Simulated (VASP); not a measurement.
# ZnAu (Pm-3m) in VASP: further runs

The runs below take ZnAu through electric field gradients, with PBE.

Everything below comes from runs of VASP 6.6.1. Logs are shortened: lines on timing, memory, paths and dates and some standing lists are left out, and cuts for length are marked.

## (1) The cell of the first run

The structure is cubic, space group Pm-3m (No. 221). Conventional cell: a = 3.083 Å, b = 3.083 Å, c = 3.083 Å, α = 90.00°, β = 90.00°, γ = 90.00°. Within 3.5 Å of Zn (site symmetry m-3m) lie 8 Au at 2.67 Å and 6 Zn at 3.08 Å. Within 3.5 Å of Au (site symmetry m-3m) lie 8 Zn at 2.67 Å and 6 Au at 3.08 Å.

## (2) Electric field gradients, PBE (volume scaled by 0.9405)

INCAR

```
PREC = Accurate ; ENCUT = 520
EDIFF = 1E-8 ; ISMEAR = -1
SIGMA = 0.05 ; LREAL = F
LASPH = T ; NELM = 60
ALGO = Normal ; ISIF = 2
LWAVE = F ; LCHARG = F
GGA = PE ; LEFG = T
NBANDS = 18
```

KPOINTS

```
Automatic mesh
0
Gamma
  13 13 13
```

POSCAR

```
ZnAu
1.0
    3.0833039754      0.0000000000      0.0000000000
    0.0000000000      3.0833039754      0.0000000000
    0.0000000000      0.0000000000      3.0833039754
Zn Au
1 1
Direct
    0.5000000000      0.5000000000      0.5000000000
    0.0000000000      0.0000000000      0.0000000000
```

Potentials or basis: VASP PAW PBE potentials, release 64 (Zn, Au).

Run with:

```
$ cat potpaw_PBE.64/Zn/POTCAR potpaw_PBE.64/Au/POTCAR > POTCAR
$ mpirun -np 1 vasp_std > vasp.out
```

OUTCAR:

```text
PREC = Accurate
   ENCUT = 520
   EDIFF = 1E-8
   ISMEAR = -1
   LREAL = F
   LASPH = T
   NELM = 60
   ISIF = 2
   GGA = PE

 ion  position               nearest neighbor table
   1  0.500  0.500  0.500-   2 2.67   2 2.67   2 2.67   2 2.67   2 2.67   2 2.67   2 2.67   2 2.67

   2  0.000  0.000  0.000-   1 2.67   1 2.67   1 2.67   1 2.67   1 2.67   1 2.67   1 2.67   1 2.67

  LATTYP: Found a simple cubic cell.
 ALAT       =     3.0833039754

  Lattice vectors:

 A1 = (   3.0833039754,   0.0000000000,   0.0000000000)
 A2 = (   0.0000000000,   3.0833039754,   0.0000000000)
 A3 = (   0.0000000000,   0.0000000000,   3.0833039754)

Analysis of symmetry for initial positions (statically):
=====================================================================
 Subroutine PRICEL returns:
 Original cell was already a primitive cell.

 Routine SETGRP: Setting up the symmetry group for a
 simple cubic supercell.

 Subroutine GETGRP returns: Found 48 space group operations
 (whereof 48 operations were pure point group operations)
 out of a pool of 48 trial point group operations.

The static configuration has the point symmetry O_h .

Analysis of symmetry for dynamics (positions and initial velocities):
=====================================================================
 Subroutine PRICEL returns:
 Original cell was already a primitive cell.

 Routine SETGRP: Setting up the symmetry group for a
 simple cubic supercell.

 Subroutine GETGRP returns: Found 48 space group operations
 (whereof 48 operations were pure point group operations)
 out of a pool of 48 trial point group operations.

The dynamic configuration has the point symmetry O_h .

 Subroutine INISYM returns: Found 48 space group operations
 (whereof 48 operations are pure point group operations),
 and found     1 'primitive' translations

----------------------------------------------------------------------------------------

                                     Primitive cell

  volume of cell :      29.3122

  direct lattice vectors                    reciprocal lattice vectors
     3.083303975  0.000000000  0.000000000     0.324327412  0.000000000  0.000000000
     0.000000000  3.083303975  0.000000000     0.000000000  0.324327412  0.000000000
     0.000000000  0.000000000  3.083303975     0.000000000  0.000000000  0.324327412

[... 114 lines left out ...]
 non-spin polarized calculation
  energy-cutoff  :      520.00
  volume of cell :       29.31
 maximum number of plane-waves:       804
 NGX is ok and might be reduce to    24
   NGX = 11   NGY = 11   NGZ = 11

 number of electron      22.9999969 magnetization

 Free energy of the ion-electron system (eV)
  ---------------------------------------------------
  ext. energy  EPLUGINS =         0.00000000
  ---------------------------------------------------
  free energy    TOTEN  =        -4.61689366 eV

  energy without entropy =       -4.61088264  energy(sigma->0) =       -4.61388815

 E-fermi :   7.9802     XC(G=0): -12.7326

 val. band max:        7.9123818583   @ k =   0.4615   0.3846   0.2308
 cond. band min:       8.0140554945   @ k =   0.3846   0.3077   0.1538
 fundamental gap:      0.1016736362
 Fermi energy:         7.9801900462

 k-point     1 :       0.0000    0.0000    0.0000
  band No.  band energies     occupation
      1      -3.3292      2.00000
      2      -0.5799      2.00000
      3      -0.5799      2.00000
      4       0.2712      2.00000
      5       0.2712      2.00000
      6       0.2712      2.00000
[... 481 lines left out ...]
      5       0.3952      2.00000
      6       1.0742      2.00000
[... 10 lines left out ...]
     17      22.0857      0.00000
     18      22.6150      0.00000

 [... further k-points ...]
[... 5 lines left out ...]
  --------------------------------------------------------------------------------------
  -------------------------------------------------------------------------------------
  Total        2.8032119      2.8032119      2.8032119     -0.0000000     -0.0000000      0.0000000
  in kB      153.2207148    153.2207148    153.2207148     -0.0000000     -0.0000000      0.0000000
  external PRESSURE =     153.2207148 kB  Pullay stress =       0.0000000 kB

 VOLUME and BASIS-vectors are now :
 -----------------------------------------------------------------------------
  energy-cutoff  :      520.00
  volume of cell :       29.31
      direct lattice vectors                 reciprocal lattice vectors
     3.083303975  0.000000000  0.000000000     0.324327412  0.000000000  0.000000000
     0.000000000  3.083303975  0.000000000     0.000000000  0.324327412  0.000000000
     0.000000000  0.000000000  3.083303975     0.000000000  0.000000000  0.324327412

 POSITION                                       TOTAL-FORCE (eV/Angst)
 -----------------------------------------------------------------------------------
      1.54165      1.54165      1.54165         0.000000      0.000000      0.000000
      0.00000      0.00000      0.00000         0.000000      0.000000      0.000000
 -----------------------------------------------------------------------------------
    total drift:                                0.000000      0.000000     -0.000000

  FREE ENERGIE OF THE ION-ELECTRON SYSTEM (eV)
  ---------------------------------------------------
  free  energy   TOTEN  =        -4.6168936562 eV

  energy  without entropy=       -4.6108826421  energy(sigma->0) =       -4.61388815

 Electric field gradients (V/A^2)
---------------------------------------------------------------------
 ion       V_xx      V_yy      V_zz      V_xy      V_xz      V_yz
---------------------------------------------------------------------
   1       0.000     0.000    -0.000     0.000    -0.000     0.000
   2       0.000    -0.000     0.000     0.000    -0.000    -0.000
---------------------------------------------------------------------

 Electric field gradients after diagonalization (V/A^2)
 (convention: |V_zz| > |V_xx| > |V_yy|)
----------------------------------------------------------------------
 ion       V_xx      V_yy      V_zz     asymmetry (V_yy - V_xx)/ V_zz
----------------------------------------------------------------------
   1       0.000     0.000    -0.000       0.339
   2      -0.000     0.000     0.000       0.534
----------------------------------------------------------------------

           NMR quadrupolar parameters

 Cq : quadrupolar parameter    Cq=e*Q*V_zz/h
 eta: asymmetry parameters     (V_yy - V_xx)/ V_zz
 Q  : nuclear electric quadrupole moment in mb (millibarn)
----------------------------------------------------------------------
 ion       Cq(MHz)       eta       Q (mb)
----------------------------------------------------------------------
   1      -0.000       0.339       1.000
   2       0.000       0.534       1.000
----------------------------------------------------------------------
```

OSZICAR:

```text
N       E                     dE             d eps       ncg     rms          rms(c)
DAV:   1     0.132157108369E+03    0.13216E+03   -0.11603E+04  3144   0.169E+03
DAV:   2     0.638123771214E-01   -0.13209E+03   -0.12612E+03  3062   0.318E+02
DAV:   3    -0.505520463106E+01   -0.51190E+01   -0.50827E+01  3348   0.676E+01
DAV:   4    -0.509801581353E+01   -0.42811E-01   -0.42799E-01  3326   0.546E+00
DAV:   5    -0.509846698987E+01   -0.45118E-03   -0.45116E-03  3306   0.605E-01    0.102E+01
DAV:   6    -0.465577397126E+01    0.44269E+00   -0.11638E+00  3264   0.120E+01    0.623E+00
DAV:   7    -0.462502932832E+01    0.30745E-01   -0.38934E-02  3922   0.402E+00    0.311E+00
DAV:   8    -0.461690381657E+01    0.81255E-02   -0.88794E-03  3126   0.101E+00    0.148E-01
DAV:   9    -0.461688111260E+01    0.22704E-04   -0.22466E-04  3416   0.386E-01    0.665E-02
DAV:  10    -0.461689262573E+01   -0.11513E-04   -0.38950E-05  3182   0.567E-02    0.228E-02
DAV:  11    -0.461689388378E+01   -0.12581E-05   -0.82662E-07  3522   0.922E-03    0.505E-03
DAV:  12    -0.461689366300E+01    0.22078E-06   -0.34850E-08  3366   0.174E-03    0.517E-04
DAV:  13    -0.461689365271E+01    0.10286E-07   -0.19166E-09  1708   0.607E-04    0.629E-05
DAV:  14    -0.461689365624E+01   -0.35307E-08   -0.19705E-10  1620   0.126E-04
   1 F= -.46168937E+01 E0= -.46138881E+01  d E =-.601101E-02
```

stdout:

```text
POSCAR found type information on POSCAR ZnAu
 POSCAR found :  2 types and       2 ions
 scaLAPACK will be used
 LDA part: xc-table for (Slater+PW92), standard interpolation
 POSCAR, INCAR and KPOINTS ok, starting setup
 FFT: planning ... GRIDC
 FFT: planning ... GRID_SOFT
 FFT: planning ... GRID
 WAVECAR not read
 entering main loop
ion   1

ion   2
```

Run time: 26 s. Hardware: 1 thread of Intel Xeon Platinum 8259CL at 2.50GHz (Skylake/Cascade Lake), shared host; peak memory 0.17 GiB.

What came out:

```
Free energy : -4.6169 eV
Pressure    : 15.3 GPa
```

Caveat: without QUAD_EFG the Cq values of the log hold for a quadrupole moment of 1 mb, not for the nuclei; spin-orbit coupling is left out, which moves the levels of the heavy elements.

## (3) Electric field gradients, PBE (volume scaled by 0.97)

INCAR

```
SYSTEM = ZnAu
ALGO = Normal ; EDIFF = 1E-8
ENCUT = 520 ; GGA = PE
ISIF = 2 ; ISMEAR = -1
LASPH = .TRUE. ; LCHARG = .FALSE.
LEFG = .TRUE. ; LREAL = .FALSE.
LWAVE = .FALSE. ; NBANDS = 18
NELM = 60 ; PREC = Accurate
SIGMA = 0.05
```

KPOINTS

```
k-points
0
G
  13 13 13
  0 0 0
```

POSCAR

```
ZnAu
1.0
    3.1152099477      0.0000000000      0.0000000000
    0.0000000000      3.1152099477      0.0000000000
    0.0000000000      0.0000000000      3.1152099477
Zn Au
1 1
Direct
    0.5000000000      0.5000000000      0.5000000000
    0.0000000000      0.0000000000      0.0000000000
```

Potentials or basis: VASP PAW PBE potentials, release 64 (Zn, Au).

Run with:

```
$ cat potpaw_PBE.64/Zn/POTCAR potpaw_PBE.64/Au/POTCAR > POTCAR
$ mpirun -np 1 vasp_std > vasp.out
```

OUTCAR:

```text
SYSTEM = ZnAu
   EDIFF = 1E-8
   ENCUT = 520
   GGA = PE
   ISIF = 2
   ISMEAR = -1
   LASPH = .TRUE.
   LREAL = .FALSE.
   NELM = 60
   PREC = Accurate

 ion  position               nearest neighbor table
   1  0.500  0.500  0.500-   2 2.70   2 2.70   2 2.70   2 2.70   2 2.70   2 2.70   2 2.70   2 2.70

   2  0.000  0.000  0.000-   1 2.70   1 2.70   1 2.70   1 2.70   1 2.70   1 2.70   1 2.70   1 2.70

  LATTYP: Found a simple cubic cell.
 ALAT       =     3.1152099477

  Lattice vectors:

 A1 = (   3.1152099477,   0.0000000000,   0.0000000000)
 A2 = (   0.0000000000,   3.1152099477,   0.0000000000)
 A3 = (   0.0000000000,   0.0000000000,   3.1152099477)

Analysis of symmetry for initial positions (statically):
=====================================================================
 Subroutine PRICEL returns:
 Original cell was already a primitive cell.

 Routine SETGRP: Setting up the symmetry group for a
 simple cubic supercell.

 Subroutine GETGRP returns: Found 48 space group operations
 (whereof 48 operations were pure point group operations)
 out of a pool of 48 trial point group operations.

The static configuration has the point symmetry O_h .

Analysis of symmetry for dynamics (positions and initial velocities):
=====================================================================
 Subroutine PRICEL returns:
 Original cell was already a primitive cell.

 Routine SETGRP: Setting up the symmetry group for a
 simple cubic supercell.

 Subroutine GETGRP returns: Found 48 space group operations
 (whereof 48 operations were pure point group operations)
 out of a pool of 48 trial point group operations.

[... 151 lines left out ...]
 cond. band min:       7.5848153765   @ k =   0.4615   0.3077   0.3077
 fundamental gap:      0.0854756135
 Fermi energy:         7.5558375491

 k-point     1 :       0.0000    0.0000    0.0000
  band No.  band energies     occupation
      1      -3.4292      2.00000
      2      -0.8069      2.00000
      3      -0.8069      2.00000
      4      -0.0398      2.00000
      5      -0.0398      2.00000
      6      -0.0398      2.00000
[... 481 lines left out ...]
      5       0.0762      2.00000
      6       0.7872      2.00000
[... 10 lines left out ...]
     17      21.5166      0.00000
     18      21.9173      0.00000

 [... further k-points ...]
[... 5 lines left out ...]
  --------------------------------------------------------------------------------------
  -------------------------------------------------------------------------------------
  Total        1.8361313      1.8361313      1.8361313      0.0000000     -0.0000000      0.0000000
  in kB       97.3088513     97.3088513     97.3088513      0.0000000     -0.0000000      0.0000000
  external PRESSURE =      97.3088513 kB  Pullay stress =       0.0000000 kB

 VOLUME and BASIS-vectors are now :
 -----------------------------------------------------------------------------
  energy-cutoff  :      520.00
  volume of cell :       30.23
      direct lattice vectors                 reciprocal lattice vectors
     3.115209948  0.000000000  0.000000000     0.321005652  0.000000000  0.000000000
     0.000000000  3.115209948  0.000000000     0.000000000  0.321005652  0.000000000
     0.000000000  0.000000000  3.115209948     0.000000000  0.000000000  0.321005652

 POSITION                                       TOTAL-FORCE (eV/Angst)
 -----------------------------------------------------------------------------------
      1.55760      1.55760      1.55760         0.000000      0.000000      0.000000
      0.00000      0.00000      0.00000         0.000000      0.000000      0.000000
 -----------------------------------------------------------------------------------
    total drift:                                0.000000      0.000000     -0.000000

  FREE ENERGIE OF THE ION-ELECTRON SYSTEM (eV)
  ---------------------------------------------------
  free  energy   TOTEN  =        -4.6886927787 eV

  energy  without entropy=       -4.6825400692  energy(sigma->0) =       -4.68561642

 Electric field gradients (V/A^2)
---------------------------------------------------------------------
 ion       V_xx      V_yy      V_zz      V_xy      V_xz      V_yz
---------------------------------------------------------------------
   1      -0.000     0.000    -0.000     0.000    -0.000    -0.000
   2      -0.000    -0.000     0.000     0.000     0.000     0.000
---------------------------------------------------------------------

 Electric field gradients after diagonalization (V/A^2)
 (convention: |V_zz| > |V_xx| > |V_yy|)
----------------------------------------------------------------------
 ion       V_xx      V_yy      V_zz     asymmetry (V_yy - V_xx)/ V_zz
----------------------------------------------------------------------
   1       0.000    -0.000    -0.000       0.596
   2      -0.000     0.000    -0.000      -0.853
----------------------------------------------------------------------

           NMR quadrupolar parameters

 Cq : quadrupolar parameter    Cq=e*Q*V_zz/h
 eta: asymmetry parameters     (V_yy - V_xx)/ V_zz
 Q  : nuclear electric quadrupole moment in mb (millibarn)
----------------------------------------------------------------------
 ion       Cq(MHz)       eta       Q (mb)
----------------------------------------------------------------------
   1      -0.000       0.596       1.000
   2      -0.000      -0.853       1.000
----------------------------------------------------------------------
```

OSZICAR:

```text
N       E                     dE             d eps       ncg     rms          rms(c)
DAV:   1     0.130842628812E+03    0.13084E+03   -0.11495E+04  3146   0.167E+03
DAV:   2     0.275277558074E+00   -0.13057E+03   -0.12478E+03  3058   0.317E+02
DAV:   3    -0.510926744378E+01   -0.53845E+01   -0.53448E+01  3360   0.682E+01
DAV:   4    -0.515747104826E+01   -0.48204E-01   -0.48187E-01  3310   0.572E+00
DAV:   5    -0.515796578580E+01   -0.49474E-03   -0.49473E-03  3220   0.625E-01    0.930E+00
DAV:   6    -0.472470332174E+01    0.43326E+00   -0.11846E+00  3274   0.120E+01    0.579E+00
DAV:   7    -0.469674055113E+01    0.27963E-01   -0.34759E-02  3956   0.381E+00    0.298E+00
DAV:   8    -0.468869362521E+01    0.80469E-02   -0.90871E-03  3144   0.990E-01    0.148E-01
DAV:   9    -0.468868047547E+01    0.13150E-04   -0.24174E-04  3496   0.338E-01    0.697E-02
DAV:  10    -0.468869178560E+01   -0.11310E-04   -0.40271E-05  3222   0.594E-02    0.207E-02
DAV:  11    -0.468869299528E+01   -0.12097E-05   -0.12419E-06  3220   0.110E-02    0.493E-03
DAV:  12    -0.468869273859E+01    0.25669E-06   -0.41019E-08  3488   0.443E-03    0.100E-03
DAV:  13    -0.468869277717E+01   -0.38585E-07   -0.47952E-09  1796   0.176E-03    0.880E-05
DAV:  14    -0.468869277873E+01   -0.15525E-08   -0.13411E-09  1632   0.484E-04
   1 F= -.46886928E+01 E0= -.46856164E+01  d E =-.615271E-02
```

It took 24 s on 1 thread of Intel Xeon Platinum 8259CL at 2.50GHz (Skylake/Cascade Lake), shared host; peak memory 0.17 GiB.

What came out:

```yaml
Free_energy: -4.6887 eV
Pressure: 9.7 GPa
```

Levels at points of the mesh, in eV from the Fermi level:
```csv
k point,band 8,band 9,band 10,band 11,band 12,band 13,band 14,band 15
"(0.00, 0.00, 0.00)",-5.63,-3.88,-3.88,-3.88,4.97,4.97,4.97,9.17
```

Caveat: without QUAD_EFG the Cq values of the log hold for a quadrupole moment of 1 mb, not for the nuclei; spin-orbit coupling is left out, which moves the levels of the heavy elements.
